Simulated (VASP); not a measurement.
# HC10 in VASP: notebook

HC10 is run at these levels: PBE; tasks: single point.

Everything below comes from runs of VASP 6.6.1. Logs are shortened: lines on timing, memory, paths and dates and some standing lists are left out, and cuts for length are marked.

### 1 The cell of the first run

The cell holds a wire or tube with vacuum around it, 22 atoms: a = 8.544 Å, b = 8.872 Å, c = 22.779 Å, α = 90.00°, β = 90.00°, γ = 103.93°.

### 2 Single point, PBE

Contents of INCAR:

```
PREC = Accurate
ENCUT = 520
EDIFF = 1E-7
ISMEAR = 0
SIGMA = 0.1
LREAL = Auto
LASPH = T
NELM = 100
ALGO = Normal
ISIF = 2
LWAVE = F
LCHARG = T
LDIPOL = T
IDIPOL = 3
DIPOL = 0.5 0.5 0.298
GGA = PE
LELF = T
LVHAR = T
LVACPOTAV = T
NBANDS = 58
```

Contents of KPOINTS:

```
regular mesh
0
Gamma
  4 3 1
```

Contents of POSCAR:

```
HC10
1.0
    8.5436715410      0.0000000000      0.0000000000
   -2.1359178852      8.6110540228      0.0000000000
    0.0000000000      0.0000000000     22.7788015587
C H
20 2
Direct
    0.0782061927      0.9794914374      0.1756018634
    0.5782061927      0.9794914374      0.1756018634
    0.4115395260      0.9794914374      0.1756018634
    0.9115395260      0.9794914374      0.1756018634
    0.3230790520      0.9589828748      0.2291807119
    0.8230790520      0.9589828748      0.2291807119
    0.1564123854      0.9589828748      0.2291807119
    0.6564123854      0.9589828748      0.2291807119
    0.0669021191      0.9383827998      0.2826780623
    0.5669021191      0.9383827998      0.2826780623
    0.4022889535      0.9383826011      0.2826780666
    0.9022889535      0.9383826011      0.2826780666
    0.3111130358      0.9176686260      0.3364248459
    0.8111130358      0.9176686260      0.3364248459
    0.1477209834      0.9176686383      0.3364247639
    0.6477209834      0.9176686383      0.3364247639
    0.0473696299      0.8987954532      0.3853929922
    0.5473696299      0.8987954532      0.3853929922
    0.4020260968      0.8987947219      0.3853934781
    0.9020260968      0.8987947219      0.3853934781
    0.2146917898      0.2321282990      0.4613407981
    0.3529227592      0.2321282990      0.4613407981
```

Potentials or basis: VASP PAW PBE potentials, release 64 (C, H).

Run with:

```console
cat potpaw_PBE.64/C/POTCAR potpaw_PBE.64/H/POTCAR > POTCAR
mpirun -np 1 vasp_std > vasp.out
```

OUTCAR:

```text
PREC = Accurate
   ENCUT = 520
   EDIFF = 1E-7
   ISMEAR = 0
   LREAL = Auto
   LASPH = T
   NELM = 100
   ISIF = 2
   GGA = PE

 ion  position               nearest neighbor table
   1  0.078  0.979  0.176-   7 1.42   4 1.42
   2  0.578  0.979  0.176-   8 1.42   3 1.42
   3  0.412  0.979  0.176-   5 1.42   2 1.42
   4  0.912  0.979  0.176-   6 1.42   1 1.42
   5  0.323  0.959  0.229-   7 1.42   3 1.42  11 1.43
   6  0.823  0.959  0.229-   8 1.42   4 1.42  12 1.43
   7  0.156  0.959  0.229-   5 1.42   1 1.42   9 1.43
   8  0.656  0.959  0.229-   6 1.42   2 1.42  10 1.43
   9  0.067  0.938  0.283-  12 1.41   7 1.43  15 1.44
  10  0.567  0.938  0.283-  11 1.41   8 1.43  16 1.44
  11  0.402  0.938  0.283-  10 1.41   5 1.43  13 1.44
  12  0.902  0.938  0.283-   9 1.41   6 1.43  14 1.44
  13  0.311  0.918  0.336-  19 1.39  15 1.40  11 1.44
  14  0.811  0.918  0.336-  20 1.39  16 1.40  12 1.44
  15  0.148  0.918  0.336-  17 1.39  13 1.40   9 1.44
  16  0.648  0.918  0.336-  18 1.39  14 1.40  10 1.44
  17  0.047  0.899  0.385-  20 1.24  15 1.39
  18  0.547  0.899  0.385-  19 1.24  16 1.39
  19  0.402  0.899  0.385-  18 1.24  13 1.39
  20  0.902  0.899  0.385-  17 1.24  14 1.39
  21  0.215  0.232  0.461-
  22  0.353  0.232  0.461-

  LATTYP: Found a simple monoclinic cell.
 ALAT       =     8.5436715410
 B/A-ratio  =     2.6661607307
 C/A-ratio  =     1.0384295168
 COS(beta)  =    -0.2407481644

  Lattice vectors:

 A1 = (   8.5436715410,   0.0000000000,   0.0000000000)
 A2 = (   0.0000000000,   0.0000000000, -22.7788015587)
 A3 = (  -2.1359178852,   8.6110540228,   0.0000000000)

Analysis of symmetry for initial positions (statically):
=====================================================================
 Subroutine PRICEL returns:
 Original cell was already a primitive cell.

 Routine SETGRP: Setting up the symmetry group for a
 simple monoclinic supercell.

 Subroutine GETGRP returns: Found  1 space group operations
 (whereof  1 operations were pure point group operations)
 out of a pool of  4 trial point group operations.

The static configuration has the point symmetry C_1 .

Analysis of symmetry for dynamics (positions and initial velocities):
=====================================================================
 Subroutine PRICEL returns:
 Original cell was already a primitive cell.

 Routine SETGRP: Setting up the symmetry group for a
 simple monoclinic supercell.

 Subroutine GETGRP returns: Found  1 space group operations
 (whereof  1 operations were pure point group operations)
 out of a pool of  4 trial point group operations.

The dynamic configuration has the point symmetry C_1 .

 Subroutine INISYM returns: Found  1 space group operations
 (whereof  1 operations are pure point group operations),
 and found     1 'primitive' translations

----------------------------------------------------------------------------------------

                                     Primitive cell

  volume of cell :    1675.8368

  direct lattice vectors                    reciprocal lattice vectors
     8.543671541  0.000000000  0.000000000     0.117045698  0.029032451  0.000000000
    -2.135917885  8.611054023  0.000000000     0.000000000  0.116129802  0.000000000
     0.000000000  0.000000000 22.778801559     0.000000000  0.000000000  0.043900466

  length of vectors
     8.543671541  8.872000710 22.778801559     0.120592614  0.116129802  0.043900466

  position of ions in fractional coordinates (direct lattice)
     0.078206193  0.979491437  0.175601863
     0.578206193  0.979491437  0.175601863
     0.411539526  0.979491437  0.175601863
     0.911539526  0.979491437  0.175601863
     0.323079052  0.958982875  0.229180712
     0.823079052  0.958982875  0.229180712
[... 14 lines left out ...]
     0.214691790  0.232128299  0.461340798
     0.352922759  0.232128299  0.461340798

  ion indices of the primitive-cell ions
   primitive index   ion index
                 1           1
                 2           2
                 3           3
                 4           4
                 5           5
                 6           6
[... 14 lines left out ...]
                21          21
                22          22

----------------------------------------------------------------------------------------

 KPOINTS: regular mesh

Automatic generation of k-mesh.
 Grid dimensions read from file:
 generate k-points for:    4    3    1

 Generating k-lattice:

  Cartesian coordinates                     Fractional coordinates (reciprocal lattice)
     0.029261425  0.007258113  0.000000000     0.250000000 -0.000000000  0.000000000
     0.000000000  0.038709934  0.000000000     0.000000000  0.333333333  0.000000000
     0.000000000  0.000000000  0.043900466     0.000000000  0.000000000  1.000000000

  Length of vectors
     0.030148154  0.038709934  0.043900466

  Shift w.r.t. Gamma in fractional coordinates (k-lattice)
     0.000000000  0.000000000  0.000000000

 Subroutine IBZKPT returns following result:
 ===========================================

 Found      7 irreducible k-points:

 Following reciprocal coordinates:
            Coordinates               Weight
  0.000000  0.000000  0.000000      1.000000
  0.250000  0.000000  0.000000      2.000000
  0.500000  0.000000  0.000000      1.000000
  0.000000  0.333333  0.000000      2.000000
  0.250000  0.333333  0.000000      2.000000
  0.500000  0.333333  0.000000      2.000000
 -0.250000  0.333333  0.000000      2.000000
   k-points           NKPTS =      7   k-points in BZ     NKDIM =      7   number of bands    NBANDS=     58
   number of dos      NEDOS =    301   number of ions     NIONS =     22
   total plane-waves  NPLWV = 806400
   dimension x,y,z NGX =    64 NGY =   70 NGZ =  180
   dimension x,y,z NGXF=   128 NGYF=  140 NGZF=  360
   ions per type =              20   2
   NGX,Y,Z   is equivalent  to a cutoff of  12.45, 13.12, 13.14 a.u.
   NGXF,Y,Z  is equivalent  to a cutoff of  24.91, 26.23, 26.27 a.u.
 SYSTEM =  unknown system
   PREC   = accura    normal or accurate (medium, high low for compatibility)
   ISTART =      0    job   : 0-new  1-cont  2-samecut
   ICHARG =      2    charge: 1-file 2-atom 10-const
   ISPIN  =      1    spin polarized calculation?
   LNONCOLLINEAR =      F non collinear calculations
   LSORBIT =      F    spin-orbit coupling
   LASPH  =      T    aspherical Exc in radial PAW
   ENCUT  =  520.0 eV  38.22 Ry    6.18 a.u.  15.89 16.50 42.35*2*pi/ulx,y,z
   NELM   =    100;   NELMIN=  2; NELMDL= -5     # of ELM steps
   EDIFF  = 0.1E-06   stopping-criterion for ELM
   LREAL  =      T    real-space projection
   EDIFFG = 0.1E-05   stopping-criterion for IOM
   NSW    =      0    number of steps for IOM
   IBRION =     -1    ionic relax: 0-MD 1-quasi-New 2-CG
   NFREE  =      0    steps in history (QN), initial steepest desc. (CG)
   ISIF   =      2    stress and relaxation
   ISYM   =      2    0-nonsym 1-usesym 2-fastsym
   POTIM  = 0.5000    time-step for ionic-motion
   TEBEG  =    0.0;   TEEND  =   0.0 temperature during run
   PSTRESS=    0.0 pullay stress
   NELECT =      82.0000    total number of electrons
   NUPDOWN=      -1.0000    fix difference up-down
   EMIN   =  10.00;   EMAX   =-10.00  energy-range for DOS
   EFERMI =   0.00;   METHOD = LEGACY
   ISMEAR =     0;   SIGMA  =   0.10  broadening in eV -4-tet -1-fermi 0-gaus
   EFERMI_NEDOS =   21; number of points for ismear=-14 and -15
   IALGO  =     38    algorithm
   IMIX   =      4    mixing-type and parameters
     AMIX     =   0.40;   BMIX     =  1.00
     AMIX_MAG =   1.60;   BMIX_MAG =  1.00
  volume/ion in A,a.u.               =      76.17       514.05
  Fermi-wavevector in a.u.,A,eV,Ry     =   0.598782  1.131534  4.878234  0.358540
  Thomas-Fermi vector in A             =   1.650017
   LORBIT       =      0    0 simple, 1 ext, 2 COOP (PROOUT), +10 PAW based schemes
   GGA     = PE    functional components
   LHFCALC =     F    Hartree Fock is set to
   AEXX    =    0.0000 exact exchange contribution
   IVDW    =     0    specifies the selected vdW correction
   LEPSILON=     F    determine dielectric tensor
   LRPA    =     F    only Hartree local field effects (RPA)
 non-spin polarized calculation
 Gauss-broadening in eV      SIGMA  =   0.10
  energy-cutoff  :      520.00
  volume of cell :     1675.84
 maximum number of plane-waves:     45188
   NGX = 31   NGY = 33   NGZ = 85

 dipolmoment           0.000000      0.000000      0.035410 electrons x Angstroem

 number of electron      82.0000000 magnetization

 dipolmoment           0.000000      0.000000     -0.271837 electrons x Angstroem

 Free energy of the ion-electron system (eV)
  ---------------------------------------------------
  ext. energy  EPLUGINS =         0.00000000
  ---------------------------------------------------
  free energy    TOTEN  =      -170.63219334 eV

  energy without entropy =     -170.62491679  energy(sigma->0) =     -170.62855507

 E-fermi :  -4.6952     XC(G=0):  -1.9151

 val. band max:       -4.8160616602   @ k =   0.0000   0.0000   0.0000
 cond. band min:      -4.5536910527   @ k =  -0.2500   0.3333   0.0000
 fundamental gap:      0.2623706075
 Fermi energy:        -4.6951898364

 k-point     1 :       0.0000    0.0000    0.0000
  band No.  band energies     occupation
      1     -23.1439      2.00000
      2     -21.8532      2.00000
      3     -21.5817      2.00000
      4     -21.3298      2.00000
      5     -20.1531      2.00000
      6     -19.7310      2.00000
[... 45 lines left out ...]
     52      -0.2133      0.00000
     53       0.4869      0.00000

 k-point     2 :       0.2500    0.0000    0.0000
  band No.  band energies     occupation
      1     -23.0542      2.00000
      2     -22.3467      2.00000
      3     -21.2461      2.00000
      4     -20.9593      2.00000
      5     -20.5165      2.00000
      6     -19.2002      2.00000
[... 45 lines left out ...]
     52      -0.0504      0.00000
     53       0.6662      0.00000

 k-point     3 :       0.5000    0.0000    0.0000
  band No.  band energies     occupation
      1     -22.7872      2.00000
      2     -22.7858      2.00000
      3     -21.0034      2.00000
      4     -21.0026      2.00000
      5     -19.9521      2.00000
      6     -19.9512      2.00000
[... 45 lines left out ...]
     52      -0.5733      0.00000
     53       0.3443      0.00000

 k-point     4 :       0.0000    0.3333    0.0000
  band No.  band energies     occupation
      1     -23.1439      2.00000
      2     -21.8532      2.00000
      3     -21.5817      2.00000
      4     -21.3298      2.00000
      5     -20.1531      2.00000
      6     -19.7310      2.00000
[... 45 lines left out ...]
     52       0.0783      0.00000
     53       0.6333      0.00000

 k-point     5 :       0.2500    0.3333    0.0000
  band No.  band energies     occupation
      1     -23.0542      2.00000
      2     -22.3467      2.00000
      3     -21.2461      2.00000
      4     -20.9593      2.00000
      5     -20.5165      2.00000
      6     -19.2002      2.00000
[... 45 lines left out ...]
     52       0.3374      0.00000
     53       0.7720      0.00000

 k-point     6 :       0.5000    0.3333    0.0000
  band No.  band energies     occupation
      1     -22.7872      2.00000
      2     -22.7857      2.00000
      3     -21.0034      2.00000
      4     -21.0026      2.00000
      5     -19.9521      2.00000
      6     -19.9512      2.00000
[... 45 lines left out ...]
     52      -0.5731      0.00000
     53       0.4553      0.00000

 k-point     7 :      -0.2500    0.3333    0.0000
  band No.  band energies     occupation
      1     -23.0542      2.00000
      2     -22.3466      2.00000
      3     -21.2461      2.00000
      4     -20.9593      2.00000
      5     -20.5165      2.00000
      6     -19.2002      2.00000
[... 45 lines left out ...]
     52       0.1317      0.00000
     53       0.7543      0.00000
 [bands above 53 left out]

------------------------ aborting loop because EDIFF is reached ----------------------------------------

  FORCE on cell =-STRESS in cart. coord.  units (eV):
  Direction    XX          YY          ZZ          XY          YZ          ZX
  --------------------------------------------------------------------------------------
  -------------------------------------------------------------------------------------
  Total       -8.1093526     -0.2440105     -5.0791692      0.0113360      0.6998948      0.0214400
  in kB       -7.7529153     -0.2332853     -4.8559202      0.0108378      0.6691317      0.0204976
  external PRESSURE =      -4.2807069 kB  Pullay stress =       0.0000000 kB

 VOLUME and BASIS-vectors are now :
 -----------------------------------------------------------------------------
  energy-cutoff  :      520.00
  volume of cell :     1675.84
      direct lattice vectors                 reciprocal lattice vectors
     8.543671541  0.000000000  0.000000000     0.117045698  0.029032451  0.000000000
    -2.135917885  8.611054023  0.000000000     0.000000000  0.116129802  0.000000000
     0.000000000  0.000000000 22.778801559     0.000000000  0.000000000  0.043900466

 POSITION                                       TOTAL-FORCE (eV/Angst)
 -----------------------------------------------------------------------------------
     -1.42395      8.43445      4.00000        -6.818470     -0.157851      1.122075
      2.84789      8.43445      4.00000        -6.818060     -0.160021      1.121706
      1.42395      8.43445      4.00000         6.817570     -0.159992      1.122977
      5.69578      8.43445      4.00000         6.817493     -0.161945      1.122582
      0.71197      8.25785      5.22046        -0.450865      0.165114     -1.157300
      4.98381      8.25785      5.22046        -0.448943      0.166584     -1.157829
[... 14 lines left out ...]
      1.33845      1.99887     10.50879         4.664705     -0.004492     -0.004807
      2.51945      1.99887     10.50879        -4.658091     -0.000914     -0.003008
 -----------------------------------------------------------------------------------
    total drift:                               -0.026011     -0.001150      0.048178

  FREE ENERGIE OF THE ION-ELECTRON SYSTEM (eV)
  ---------------------------------------------------
  free  energy   TOTEN  =      -170.6321933413 eV

  energy  without entropy=     -170.6249167893  energy(sigma->0) =     -170.62855507

 vacuum level on the upper side and lower side of the slab         0.794         1.463
```

It took 30 min on 1 thread of Intel Xeon Platinum 8488C (Sapphire Rapids), shared host; peak memory 1.6 GiB.

What came out:

- Free energy: -170.6322 eV
- Largest force: 6.912 eV/Å
- Band gap on the k mesh: 0.26 eV (least direct gap 0.36 eV)

Forces on the atoms (eV/Å):
```
C   -6.818 -0.158  1.122
C   -6.818 -0.160  1.122
C    6.818 -0.160  1.123
C    6.817 -0.162  1.123
C   -0.451  0.165 -1.157
C   -0.449  0.167 -1.158
C    0.457  0.164 -1.158
C    0.455  0.165 -1.159
C   -0.012  0.003 -0.011
C   -0.012  0.003 -0.014
C    0.020  0.007 -0.014
C    0.018  0.007 -0.016
C   -0.102 -0.008  0.018
C   -0.085 -0.010  0.012
C    0.091 -0.003  0.020
C    0.077 -0.004  0.013
C   -0.016 -0.001  0.019
C   -0.006 -0.002  0.043
C    0.008 -0.001  0.031
C    0.002 -0.006  0.051
H    4.665 -0.004 -0.005
H   -4.658 -0.001 -0.003
```

(Continued in part 2 of 2.)
